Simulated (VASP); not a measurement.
# W2N3 (P6_3/mmc) in VASP: further runs

W2N3 is run at these levels: PBE+D3(BJ); tasks: single point.

All numbers are computed with VASP 6.6.1; they aren't measurements. Logs are shortened: lines on timing, memory, paths and dates and some standing lists are left out, and cuts for length are marked.

## (1) The cell of the first run

Symmetry: P6_3/mmc, No. 194, hexagonal system. Conventional cell: a = 2.663 Å, b = 2.663 Å, c = 16.529 Å, α = 90.00°, β = 90.00°, γ = 120.00°. Within 2.7 Å of W (site symmetry 3m) lie 6 N at 1.95 to 2.20 Å and 6 W at 2.66 Å. Within 2.8 Å of N (site symmetry 3m) lie 3 W at 1.95 Å and 7 N at 2.66 to 2.78 Å. N (site symmetry -6m2) has 6 W at 2.20 Å and 8 N at 2.66 to 2.78 Å within 2.9 Å.

## (2) Single point, PBE+D3(BJ) (strain -0.080 along x and y, +0.080 along z)

Input file INCAR:

```
SYSTEM = W2N3
PREC = Accurate
ENCUT = 520
EDIFF = 1E-6
ISMEAR = 0
SIGMA = 0.15
LREAL = .FALSE.
LASPH = .TRUE.
NELM = 100
ALGO = Normal
ISIF = 2
LWAVE = .FALSE.
LCHARG = .TRUE.
GGA = PE
IVDW = 12
LELF = .TRUE.
LVHAR = .TRUE.
NBANDS = 54
```

Input file KPOINTS:

```
regular mesh
0
G
  18 18 4
  0 0 0
```

Input file POSCAR:

```
W2N3
1.0
    2.6631205416      0.0000000000      0.0000000000
   -1.3315602708      2.3063300423      0.0000000000
    0.0000000000      0.0000000000     16.5289312668
W N
4 6
Direct
    0.6666666667      0.3333333333      0.1546446963
    0.3333333333      0.6666666667      0.8453553037
    0.3333333333      0.6666666667      0.6546446963
    0.6666666667      0.3333333333      0.3453553037
    0.6666666667      0.3333333333      0.9182231591
    0.3333333333      0.6666666667      0.0817768409
    0.3333333333      0.6666666667      0.4182231591
    0.6666666667      0.3333333333      0.5817768409
    0.6666666667      0.3333333333      0.7500000000
    0.3333333333      0.6666666667      0.2500000000
```

Potentials or basis: VASP PAW PBE potentials, release 64 (W_sv, N).

Run with:

```bash
cat potpaw_PBE.64/W_sv/POTCAR potpaw_PBE.64/N/POTCAR > POTCAR
mpirun -np 1 vasp_std > vasp.out
```

OUTCAR:

```text
SYSTEM = W2N3
   PREC = Accurate
   ENCUT = 520
   EDIFF = 1E-6
   ISMEAR = 0
   LREAL = .FALSE.
   LASPH = .TRUE.
   NELM = 100
   ISIF = 2
   GGA = PE
   IVDW = 12
 IVDW          = 12

 ion  position               nearest neighbor table
   1  0.667  0.333  0.155-   6 1.95   6 1.95   6 1.95  10 2.20  10 2.20  10 2.20   4 3.15
   2  0.333  0.667  0.845-   5 1.95   5 1.95   5 1.95   9 2.20   9 2.20   9 2.20   3 3.15
   3  0.333  0.667  0.655-   8 1.95   8 1.95   8 1.95   9 2.20   9 2.20   9 2.20   2 3.15
   4  0.667  0.333  0.345-   7 1.95   7 1.95   7 1.95  10 2.20  10 2.20  10 2.20   1 3.15
   5  0.667  0.333  0.918-   2 1.95   2 1.95   2 1.95
   6  0.333  0.667  0.082-   1 1.95   1 1.95   1 1.95
   7  0.333  0.667  0.418-   4 1.95   4 1.95   4 1.95
   8  0.667  0.333  0.582-   3 1.95   3 1.95   3 1.95
   9  0.667  0.333  0.750-   2 2.20   3 2.20   2 2.20   3 2.20   2 2.20   3 2.20
  10  0.333  0.667  0.250-   1 2.20   4 2.20   1 2.20   4 2.20   1 2.20   4 2.20

  LATTYP: Found a hexagonal cell.
 ALAT       =     2.6631205416
 C/A-ratio  =     6.2066027461

  Lattice vectors:

 A1 = (   2.6631205416,   0.0000000000,   0.0000000000)
 A2 = (  -1.3315602708,   2.3063300423,   0.0000000000)
 A3 = (   0.0000000000,   0.0000000000,  16.5289312668)

Analysis of symmetry for initial positions (statically):
=====================================================================
 Subroutine PRICEL returns:
 Original cell was already a primitive cell.

 Routine SETGRP: Setting up the symmetry group for a
 hexagonal supercell.

 Subroutine GETGRP returns: Found 24 space group operations
 (whereof 12 operations were pure point group operations)
 out of a pool of 24 trial point group operations.

The static configuration has the point symmetry D_3d.
 The point group associated with its full space group is D_6h.

Analysis of symmetry for dynamics (positions and initial velocities):
=====================================================================
 Subroutine PRICEL returns:
 Original cell was already a primitive cell.

 Routine SETGRP: Setting up the symmetry group for a
 hexagonal supercell.

 Subroutine GETGRP returns: Found 24 space group operations
 (whereof 12 operations were pure point group operations)
 out of a pool of 24 trial point group operations.

The dynamic configuration has the point symmetry D_3d.
 The point group associated with its full space group is D_6h.

 Subroutine INISYM returns: Found 24 space group operations
 (whereof 12 operations are pure point group operations),
 and found     1 'primitive' translations

----------------------------------------------------------------------------------------

                                     Primitive cell

  volume of cell :     101.5213

  direct lattice vectors                    reciprocal lattice vectors
     2.663120542  0.000000000  0.000000000     0.375499338  0.216794644  0.000000000
    -1.331560271  2.306330042  0.000000000     0.000000000  0.433589288  0.000000000
     0.000000000  0.000000000 16.528931267     0.000000000  0.000000000  0.060499979

  length of vectors
     2.663120542  2.663120542 16.528931267     0.433589288  0.433589288  0.060499979

  position of ions in fractional coordinates (direct lattice)
     0.666666667  0.333333333  0.154644696
     0.333333333  0.666666667  0.845355304
     0.333333333  0.666666667  0.654644696
     0.666666667  0.333333333  0.345355304
     0.666666667  0.333333333  0.918223159
     0.333333333  0.666666667  0.081776841
     0.333333333  0.666666667  0.418223159
     0.666666667  0.333333333  0.581776841
     0.666666667  0.333333333  0.750000000
     0.333333333  0.666666667  0.250000000

  ion indices of the primitive-cell ions
   primitive index   ion index
                 1           1
                 2           2
                 3           3
                 4           4
                 5           5
                 6           6
                 7           7
                 8           8
                 9           9
                10          10

----------------------------------------------------------------------------------------

 KPOINTS: regular mesh

Automatic generation of k-mesh.
 Grid dimensions read from file:
 generate k-points for:   18   18    4

 Generating k-lattice:

  Cartesian coordinates                     Fractional coordinates (reciprocal lattice)
     0.020861074  0.012044147  0.000000000     0.055555556  0.000000000  0.000000000
     0.000000000  0.024088294  0.000000000     0.000000000  0.055555556  0.000000000
     0.000000000  0.000000000  0.015124995     0.000000000  0.000000000  0.250000000

  Length of vectors
     0.024088294  0.024088294  0.015124995

  Shift w.r.t. Gamma in fractional coordinates (k-lattice)
     0.000000000  0.000000000  0.000000000

 Subroutine IBZKPT returns following result:
 ===========================================

 Found    111 irreducible k-points:

 Following reciprocal coordinates:
            Coordinates               Weight
  0.000000  0.000000  0.000000      1.000000
  0.055556  0.000000  0.000000      6.000000
  0.111111  0.000000  0.000000      6.000000
  0.166667  0.000000  0.000000      6.000000
  0.222222  0.000000  0.000000      6.000000
  0.277778  0.000000  0.000000      6.000000
[... 16 lines left out ...]
  0.333333  0.111111  0.000000     12.000000
  0.388889  0.111111  0.000000     12.000000
 [... further k-points ...]
   k-points           NKPTS =    111   k-points in BZ     NKDIM =    111   number of bands    NBANDS=     54
   number of dos      NEDOS =    301   number of ions     NIONS =     10
   total plane-waves  NPLWV =  50400
   dimension x,y,z NGX =    20 NGY =   20 NGZ =  126
   dimension x,y,z NGXF=    40 NGYF=   40 NGZF=  252
   ions per type =               4   6
   NGX,Y,Z   is equivalent  to a cutoff of  12.49, 12.49, 12.67 a.u.
   NGXF,Y,Z  is equivalent  to a cutoff of  24.97, 24.97, 25.35 a.u.
 SYSTEM =  W2N3
   PREC   = accura    normal or accurate (medium, high low for compatibility)
   ISTART =      0    job   : 0-new  1-cont  2-samecut
   ICHARG =      2    charge: 1-file 2-atom 10-const
   ISPIN  =      1    spin polarized calculation?
   LNONCOLLINEAR =      F non collinear calculations
   LSORBIT =      F    spin-orbit coupling
   LASPH  =      T    aspherical Exc in radial PAW
   ENCUT  =  520.0 eV  38.22 Ry    6.18 a.u.   4.95  4.95 30.73*2*pi/ulx,y,z
   NELM   =    100;   NELMIN=  2; NELMDL= -5     # of ELM steps
   EDIFF  = 0.1E-05   stopping-criterion for ELM
   LREAL  =      F    real-space projection
   EDIFFG = 0.1E-04   stopping-criterion for IOM
   NSW    =      0    number of steps for IOM
   IBRION =     -1    ionic relax: 0-MD 1-quasi-New 2-CG
   NFREE  =      0    steps in history (QN), initial steepest desc. (CG)
   ISIF   =      2    stress and relaxation
   ISYM   =      2    0-nonsym 1-usesym 2-fastsym
   POTIM  = 0.5000    time-step for ionic-motion
   TEBEG  =    0.0;   TEEND  =   0.0 temperature during run
   PSTRESS=    0.0 pullay stress
   NELECT =      86.0000    total number of electrons
   NUPDOWN=      -1.0000    fix difference up-down
   EMIN   =  10.00;   EMAX   =-10.00  energy-range for DOS
   EFERMI =   0.00;   METHOD = LEGACY
   ISMEAR =     0;   SIGMA  =   0.15  broadening in eV -4-tet -1-fermi 0-gaus
   EFERMI_NEDOS =   21; number of points for ismear=-14 and -15
   IALGO  =     38    algorithm
   IMIX   =      4    mixing-type and parameters
     AMIX     =   0.40;   BMIX     =  1.00
     AMIX_MAG =   1.60;   BMIX_MAG =  1.00
  volume/ion in A,a.u.               =      10.15        68.51
  Fermi-wavevector in a.u.,A,eV,Ry     =   1.549014  2.927212 32.646416  2.399444
  Thomas-Fermi vector in A             =   2.653882
   LORBIT       =      0    0 simple, 1 ext, 2 COOP (PROOUT), +10 PAW based schemes
   GGA     = PE    functional components
   LHFCALC =     F    Hartree Fock is set to
   AEXX    =    0.0000 exact exchange contribution
   IVDW    =    12    specifies the selected vdW correction
   LEPSILON=     F    determine dielectric tensor
   LRPA    =     F    only Hartree local field effects (RPA)
 non-spin polarized calculation
 Gauss-broadening in eV      SIGMA  =   0.15
  energy-cutoff  :      520.00
  volume of cell :      101.52
 maximum number of plane-waves:      2784
 NGX is ok and might be reduce to    20
   NGX =  9   NGY =  9   NGZ = 61

 number of electron      85.9999996 magnetization

 Free energy of the ion-electron system (eV)
  ---------------------------------------------------
  ext. energy  EPLUGINS =         0.00000000
  ---------------------------------------------------
  free energy    TOTEN  =       -97.85206470 eV

  energy without entropy =      -97.80780094  energy(sigma->0) =      -97.82993282

 E-fermi :   8.9889     XC(G=0): -12.8890

 val. band max:        8.9759090588   @ k =   0.4444   0.1111   0.2500
 cond. band min:       9.0038385770   @ k =   0.3889   0.0556   0.5000
 fundamental gap:      0.0279295183
 Fermi energy:         8.9888977333

 k-point     1 :       0.0000    0.0000    0.0000
  band No.  band energies     occupation
      1     -65.3983      2.00000
      2     -65.3983      2.00000
      3     -65.3926      2.00000
      4     -65.3926      2.00000
      5     -30.0324      2.00000
      6     -30.0320      2.00000
[... 46 lines left out ...]
     53      14.1919      0.00000
     54      14.2049      0.00000

 k-point     2 :       0.0556    0.0000    0.0000
  band No.  band energies     occupation
      1     -65.3929      2.00000
      2     -65.3929      2.00000
      3     -65.3872      2.00000
      4     -65.3872      2.00000
      5     -30.0208      2.00000
      6     -30.0204      2.00000
[... 46 lines left out ...]
     53      14.1487      0.00000
     54      14.1874      0.00000
[... 1195 lines left out ...]
     53      15.1869      0.00000
     54      15.2915      0.00000

 k-point    24 :       0.3889    0.1111    0.0000
  band No.  band energies     occupation
      1     -65.2160      2.00000
      2     -65.2160      2.00000
      3     -65.2111      2.00000
      4     -65.2110      2.00000
      5     -30.6577      2.00000
      6     -30.6577      2.00000
[... 46 lines left out ...]
     53      15.4409      0.00000
     54      15.5678      0.00000

 [... further k-points ...]

------------------------ aborting loop because EDIFF is reached ----------------------------------------

 Edisp (eV)   -3.74938

 E8    (eV) :    -1.6228

  FORCE on cell =-STRESS in cart. coord.  units (eV):
  Direction    XX          YY          ZZ          XY          YZ          ZX
  --------------------------------------------------------------------------------------
  -------------------------------------------------------------------------------------
  Total      51.78116    51.78116   -10.07270    -0.00000     0.00000    -0.00000
  in kB     817.19419   817.19419  -158.96416    -0.00000     0.00000    -0.00000
  external pressure =      491.81 kB  Pullay stress =        0.00 kB

 VOLUME and BASIS-vectors are now :
 -----------------------------------------------------------------------------
  energy-cutoff  :      520.00
  volume of cell :      101.52
      direct lattice vectors                 reciprocal lattice vectors
     2.663120542  0.000000000  0.000000000     0.375499338  0.216794644  0.000000000
    -1.331560271  2.306330042  0.000000000     0.000000000  0.433589288  0.000000000
     0.000000000  0.000000000 16.528931267     0.000000000  0.000000000  0.060499979

 POSITION                                       TOTAL-FORCE (eV/Angst)
 -----------------------------------------------------------------------------------
      1.33156      0.76878      2.55611        -0.000000     -0.000000      2.673295
     -0.00000      1.53755     13.97282         0.000000      0.000000     -2.673295
     -0.00000      1.53755     10.82058         0.000000     -0.000000      2.673295
      1.33156      0.76878      5.70835        -0.000000      0.000000     -2.673295
      1.33156      0.76878     15.17725        -0.000000     -0.000000      0.819360
     -0.00000      1.53755      1.35168         0.000000      0.000000     -0.819360
     -0.00000      1.53755      6.91278        -0.000000      0.000000      0.819360
      1.33156      0.76878      9.61615         0.000000      0.000000     -0.819360
      1.33156      0.76878     12.39670         0.000000     -0.000000      0.000000
     -0.00000      1.53755      4.13223        -0.000000      0.000000      0.000000
 -----------------------------------------------------------------------------------
    total drift:                                0.000000     -0.000000      0.000000

  FREE ENERGIE OF THE ION-ELECTRON SYSTEM (eV)
  ---------------------------------------------------
  free  energy   TOTEN  =      -101.6014464880 eV

  energy  without entropy=     -101.5571827228  energy(sigma->0) =     -101.57931461
```

Run time: 16 min. Hardware: 1 thread of Intel Xeon 8259CL, shared host; peak memory 0.54 GiB.

What came out:

```yaml
Free_energy: -101.6014 eV
Pressure: 49.2 GPa
Largest_force: 2.673 eV/Å
Band_gap_on_the_k_mesh: zero (bands 43 and 44 overlap by 2.02 eV)
Dispersion_energy_per_atom: -0.375 eV
```

Forces in eV/Å, atoms in the order of the input:
```
W    0.000  0.000  2.673
W    0.000  0.000 -2.673
W    0.000  0.000  2.673
W    0.000  0.000 -2.673
N    0.000  0.000  0.819
N    0.000  0.000 -0.819
N    0.000  0.000  0.819
N    0.000  0.000 -0.819
N    0.000  0.000  0.000
N    0.000  0.000  0.000
```

Caveat: the cell differs from its parent crystal (strain -0.080 along x and y, +0.080 along z); the stress differs along the axes, from -16 to 82 GPa; spin-orbit coupling is left out, which moves the levels of the heavy elements; forces of over 1 eV/Å act on the atoms, so gaps and moduli don't describe the material at rest.

## (3) Single point, PBE+D3(BJ) (strain +0.000 along x and y, -0.080 along z)

Input file INCAR:

```
SYSTEM = W2N3
PREC = Accurate ; ENCUT = 520
EDIFF = 1E-6 ; ISMEAR = 0
SIGMA = 0.15 ; LREAL = .False.
LASPH = .True. ; NELM = 100
ALGO = Normal ; ISIF = 2
LWAVE = .False. ; LCHARG = .False.
GGA = PE ; IVDW = 12
NBANDS = 54
```

Input file KPOINTS:

```
regular mesh
0
Gamma
  18 18 4
  0 0 0
```

Changes to POSCAR since step 2:

```diff
@@ -2,5 +2,5 @@
 1.0
-    2.6631205416      0.0000000000      0.0000000000
-   -1.3315602708      2.3063300423      0.0000000000
-    0.0000000000      0.0000000000     16.5289312668
+    2.8946962408      0.0000000000      0.0000000000
+   -1.4473481204      2.5068804808      0.0000000000
+    0.0000000000      0.0000000000     14.0802007088
 W N
```

Potentials or basis: VASP PAW PBE potentials, release 64 (W_sv, N).

Run with:

```bash
cat potpaw_PBE.64/W_sv/POTCAR potpaw_PBE.64/N/POTCAR > POTCAR
mpirun -np 1 vasp_std > vasp.out
```

OUTCAR:

```text
SYSTEM = W2N3
   PREC = Accurate
   ENCUT = 520
   EDIFF = 1E-6
   ISMEAR = 0
   LREAL = .False.
   LASPH = .True.
   NELM = 100
   ISIF = 2
   GGA = PE
   IVDW = 12
 IVDW          = 12

 ion  position               nearest neighbor table
   1  0.667  0.333  0.155-   6 1.96   6 1.96   6 1.96  10 2.14  10 2.14  10 2.14   4 2.69
   2  0.333  0.667  0.845-   5 1.96   5 1.96   5 1.96   9 2.14   9 2.14   9 2.14   3 2.69
   3  0.333  0.667  0.655-   8 1.96   8 1.96   8 1.96   9 2.14   9 2.14   9 2.14   2 2.69
   4  0.667  0.333  0.345-   7 1.96   7 1.96   7 1.96  10 2.14  10 2.14  10 2.14   1 2.69
   5  0.667  0.333  0.918-   2 1.96   2 1.96   2 1.96
   6  0.333  0.667  0.082-   1 1.96   1 1.96   1 1.96
   7  0.333  0.667  0.418-   4 1.96   4 1.96   4 1.96
   8  0.667  0.333  0.582-   3 1.96   3 1.96   3 1.96
   9  0.667  0.333  0.750-   2 2.14   3 2.14   2 2.14   3 2.14   2 2.14   3 2.14
  10  0.333  0.667  0.250-   1 2.14   4 2.14   1 2.14   4 2.14   1 2.14   4 2.14

  LATTYP: Found a hexagonal cell.
 ALAT       =     2.8946962408
 C/A-ratio  =     4.8641375597

  Lattice vectors:

 A1 = (   2.8946962408,   0.0000000000,   0.0000000000)
[... 208 lines left out ...]
      4     -65.2604      2.00000
      5     -30.0510      2.00000
      6     -30.0484      2.00000
[... 1357 lines left out ...]
     53      14.2949      0.00000
     54      14.4956      0.00000

 [... further k-points ...]

------------------------ aborting loop because EDIFF is reached ----------------------------------------

 Edisp (eV)   -3.70891

 E8    (eV) :    -1.6009

  FORCE on cell =-STRESS in cart. coord.  units (eV):
  Direction    XX          YY          ZZ          XY          YZ          ZX
  --------------------------------------------------------------------------------------
  -------------------------------------------------------------------------------------
  Total      11.77583    11.77583    37.62172     0.00000     0.00000     0.00000
  in kB     184.65316   184.65316   589.93446     0.00000     0.00000     0.00000
  external pressure =      319.75 kB  Pullay stress =        0.00 kB

 VOLUME and BASIS-vectors are now :
 -----------------------------------------------------------------------------
  energy-cutoff  :      520.00
  volume of cell :      102.18
      direct lattice vectors                 reciprocal lattice vectors
     2.894696241  0.000000000  0.000000000     0.345459391  0.199451072  0.000000000
    -1.447348120  2.506880481  0.000000000     0.000000000  0.398902145  0.000000000
     0.000000000  0.000000000 14.080200709     0.000000000  0.000000000  0.071021715

 POSITION                                       TOTAL-FORCE (eV/Angst)
 -----------------------------------------------------------------------------------
      1.44735      0.83563      2.17743         0.000000      0.000000     -1.231722
     -0.00000      1.67125     11.90277        -0.000000     -0.000000      1.231722
     -0.00000      1.67125      9.21753        -0.000000     -0.000000     -1.231722
      1.44735      0.83563      4.86267         0.000000      0.000000      1.231722
      1.44735      0.83563     12.92877         0.000000     -0.000000      2.918126
     -0.00000      1.67125      1.15143         0.000000      0.000000     -2.918126
     -0.00000      1.67125      5.88867         0.000000      0.000000      2.918126
      1.44735      0.83563      8.19153        -0.000000      0.000000     -2.918126
      1.44735      0.83563     10.56015        -0.000000      0.000000     -0.000000
     -0.00000      1.67125      3.52005         0.000000     -0.000000     -0.000000
 -----------------------------------------------------------------------------------
    total drift:                               -0.000000      0.000000     -0.000000

  FREE ENERGIE OF THE ION-ELECTRON SYSTEM (eV)
  ---------------------------------------------------
  free  energy   TOTEN  =      -104.6019813506 eV

  energy  without entropy=     -104.5491182578  energy(sigma->0) =     -104.57554980
```

stdout:

```text
POSCAR found type information on POSCAR W N
 POSCAR found :  2 types and      10 ions
 scaLAPACK will be used
 LDA part: xc-table for (Slater+PW92), standard interpolation
 POSCAR, INCAR and KPOINTS ok, starting setup
 FFT: planning ... GRIDC
 FFT: planning ... GRID_SOFT
 FFT: planning ... GRID
 WAVECAR not read
 entering main loop
```

It took 16 min on 1 thread of Intel Xeon 8259CL, shared host; peak memory 0.56 GiB.

Results:

* Free energy: -104.6020 eV
* Pressure: 32.0 GPa
* Largest force: 2.918 eV/Å
* Band gap on the k mesh: zero (bands 43 and 44 overlap by 1.81 eV)
* Dispersion energy per atom: -0.371 eV

Forces on the atoms (eV/Å):
```
W    0.000  0.000 -1.232
W    0.000  0.000  1.232
W    0.000  0.000 -1.232
W    0.000  0.000  1.232
N    0.000  0.000  2.918
N    0.000  0.000 -2.918
N    0.000  0.000  2.918
N    0.000  0.000 -2.918
N    0.000  0.000  0.000
N    0.000  0.000  0.000
```

Caveat: the cell differs from its parent crystal (strain +0.000 along x and y, -0.080 along z); the stress differs along the axes, from 18 to 59 GPa; spin-orbit coupling is left out, which moves the levels of the heavy elements; forces of over 1 eV/Å act on the atoms, so gaps and moduli don't describe the material at rest.

The gap in the log of VASP goes by the Fermi energy; the results here count the filled bands.